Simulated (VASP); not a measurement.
## C: relaxation of cell and atoms with LDA

C:

```xyz
2
Lattice="2.1173 -1.2224 -0.0117 2.1173 1.2224 -0.0117 -1.3918 0.0000 3.3368" Properties=species:S:1:pos:R:3 pbc="T T T"
C     3.5288    0.0000   -0.0189
C    -0.6860    0.0000    3.3324
```

```yaml
Program: VASP 6.6.1
Task: relaxation of cell and atoms
Functional: LDA
Potentials_or_basis: VASP PAW LDA potentials, release 64 (C)
Cutoff: 600 eV
k_mesh: 14 × 14 × 8
Occupations: gaussian, width 0.01 eV
Spin: no spin polarisation
Target_pressure: 5 GPa
Dipole_correction: no
Further_INCAR_settings: ALGO = Normal; EDIFF = 1e-06; IBRION = 2; EDIFFG = -0.001; NSW = 80; ISIF = 3
```

```
Relaxed volume                                             : 7.79 Å³/atom
Relaxed cell                                               : a = 2.437 Å, b = 2.437 Å, c = 3.339 Å, α = 111.41°, β = 111.41°, γ = 59.99°
Space group after relaxing (to 0.1 Å)                      : R-3m (No. 166)
Energy change on relaxing (the run minimises the enthalpy) : +9.4 meV/atom
Ionic steps                                                : 29
Pressure after relaxing                                    : 5.0 GPa
```

The path:
| step | energy change (eV) | largest force (eV/Å) | pressure (GPa) | volume (Å³) |
| --- | --- | --- | --- | --- |
| 1 | 0.0000 | 0.0002 | 0.33 | 17.23 |
| 2 | 0.0193 | 0.0017 | 10.80 | 16.61 |
| 3 | 0.0051 | 0.0009 | 5.42 | 16.92 |
| 4 | 0.0047 | 0.0045 | 5.38 | 16.64 |
| 5 | 0.0134 | 0.0241 | 5.68 | 15.79 |
| 6 | 0.0231 | 0.0395 | 5.99 | 15.44 |
| 7 | 0.0199 | 0.0343 | 5.90 | 15.54 |
| 8 | 0.0160 | 0.0960 | 1.87 | 15.71 |
| 9 | 0.0185 | 0.0196 | 4.95 | 15.58 |
| 10 | 0.0186 | 0.0594 | 4.95 | 15.58 |
| 11 | 0.0185 | 0.0113 | 4.95 | 15.58 |
| 12 | 0.0187 | 0.0253 | 5.07 | 15.57 |
| 13 | 0.0186 | 0.0021 | 5.01 | 15.58 |
| 14 | 0.0186 | 0.0011 | 4.98 | 15.58 |
| 15 | 0.0186 | 0.0004 | 4.99 | 15.58 |
| 16 | 0.0186 | 0.0002 | 4.99 | 15.58 |
| 17 | 0.0186 | 0.0001 | 4.96 | 15.58 |
| 18 | 0.0187 | 0.0005 | 4.98 | 15.57 |
| 19 | 0.0187 | 0.0005 | 4.97 | 15.57 |
| 20 | 0.0188 | 0.0006 | 4.96 | 15.57 |
| 21 | 0.0188 | 0.0008 | 4.95 | 15.57 |
| 22 | 0.0189 | 0.0012 | 4.97 | 15.57 |
| 23 | 0.0189 | 0.0011 | 4.99 | 15.57 |
| 24 | 0.0188 | 0.0010 | 4.99 | 15.57 |
| 25 | 0.0188 | 0.0009 | 4.98 | 15.57 |
| 26 | 0.0188 | 0.0008 | 4.98 | 15.57 |
| 27 | 0.0189 | 0.0006 | 5.05 | 15.57 |
| 28 | 0.0188 | 0.0010 | 5.01 | 15.57 |
| 29 | 0.0188 | 0.0008 | 5.00 | 15.57 |

Final structure:
```cif
data_structure
_symmetry_space_group_name_H-M 'P 1'
_symmetry_Int_Tables_number 1
_cell_length_a 2.4369
_cell_length_b 2.4369
_cell_length_c 3.3390
_cell_angle_alpha 111.412
_cell_angle_beta 111.412
_cell_angle_gamma 59.992
_cell_volume 15.57
loop_
_atom_site_label
_atom_site_type_symbol
_atom_site_fract_x
_atom_site_fract_y
_atom_site_fract_z
_atom_site_occupancy
C1 C 0.83349 0.83349 0.00052 1
C2 C 0.16651 0.16651 0.99948 1
```

It took 5 min on 1 thread of Intel(R) Xeon(R) Platinum 8488C (Sapphire Rapids), with other jobs on the host, peak memory 0.16 GiB.

Caveat: the cell is relaxed towards a set pressure, so the run minimises the enthalpy, not the energy.
